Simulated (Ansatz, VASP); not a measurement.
## One calculation of Pt, two programs

```
CELL_PARAMETERS angstrom
0.00000 2.32218 2.32218
2.32218 0.00000 2.32218
2.32218 2.32218 0.00000
ATOMIC_POSITIONS crystal
Pt 0.87500 0.87500 0.87500
Pt 0.12500 0.12500 0.12500
```

Change from the starting cell: volume scaled by 0.52, PAW files.

Alike in both runs: task single point; functional PBE; k mesh 14 × 14 × 14; occupations fermi-dirac, width 0.05 eV; no spin polarisation.

```csv
,VASP,Ansatz
version,VASP 6.6.1,Ansatz 0.2.0
potentials or method,"VASP PAW PBE potentials, release 64 (Pt_sv_GW)","PAW with Ansatz's default frozen-core files, scalar-relativistic"
plane-wave cutoff (eV),500,420
valence electrons in the cell,36,36
```

```tsv
	VASP	Ansatz	Ansatz less VASP
pressure (GPa)	395.9	394.8	-1.12
```

Both programs put the cell under a high pressure, so it lies far from rest at this level. The functional is the same, so the differences come from potentials, cutoffs and numerics.

Neither program's run includes spin-orbit coupling. Noted on VASP's run: the cell as given lies far from equilibrium.
